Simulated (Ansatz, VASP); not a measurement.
## One calculation of Pd, two programs

INCAR

```
SYSTEM = Pd
PREC = Accurate ; ENCUT = 520
EDIFF = 1E-6 ; ISMEAR = -1
SIGMA = 0.05 ; LREAL = .FALSE.
LASPH = .TRUE. ; NELM = 150
ALGO = Normal ; ISIF = 2
LWAVE = .FALSE. ; LCHARG = .FALSE.
ISPIN = 2 ; MAGMOM = 0.5
LORBIT = 11 ; LMAXMIX = 4
GGA = CA ; NBANDS = 15
```

The input KPOINTS:

```
Automatic mesh
0
G
  23 23 23
  0 0 0
```

File POSCAR:

```
Pd
1.0
    0.0000000000      1.8676400417      1.8676400417
    1.8676400417      0.0000000000      1.8676400417
    1.8676400417      1.8676400417      0.0000000000
Pd
1
Direct
    0.0000000000      0.0000000000      0.0000000000
```

Input for Ansatz:

```yaml
crystal:
  lattice:
    - [0.0, 1.8676400417, 1.8676400417]
    - [1.8676400417, 0.0, 1.8676400417]
    - [1.8676400417, 1.8676400417, 0.0]
  atoms:
    - { symbol: Pd, position: [0.0, 0.0, 0.0], spin: 0.5 }
hamiltonian:
  xc: lda
  pseudopotentials:
    kind: paw
    azcp:
      Pd: "pseudopotentials/Pd.paw.azcp"
basis:
  ecutwfc: 420
  fft_grid_basis: typed
kpoints:
  mp_grid: { grid: [23, 23, 23], shift: [0, 0, 0] }
magnetization:
  spin_polarized: true
scf:
  occupations: { method: fermi_dirac, width: 0.05 }
output:
  stress: true
```

Alike in both runs: task single point; functional LDA; k mesh 23 × 23 × 23; occupations fermi-dirac, width 0.05 eV; collinear spin.

|  | VASP | Ansatz |
| --- | --- | --- |
| version | VASP 6.6.1 | Ansatz 0.2.0 |
| potentials or method | VASP PAW LDA potentials, release 64 (Pd), cutoff 520 eV | plane waves (420 eV) with PAW, scalar-relativistic |
| valence electrons in the cell | 10 | 18 |

VASP gave:

* pressure (GPa): 23.7
* net moment per atom (μB): 0.00

Task: Estimate Ansatz's values.

Result: Pressure (GPa): 23.3; net moment per atom (μB): 0.00.

Ansatz warns that its potentials were made for another functional, while VASP's fit it. LDA's correlation is that of Perdew and Zunger in VASP and of Perdew and Wang (1992) in Ansatz. VASP's potentials hold 10 valence electrons a cell and Ansatz's 18, so a difference there can come from the potentials and not from the codes. Ansatz's warnings: seeded moment not kept.
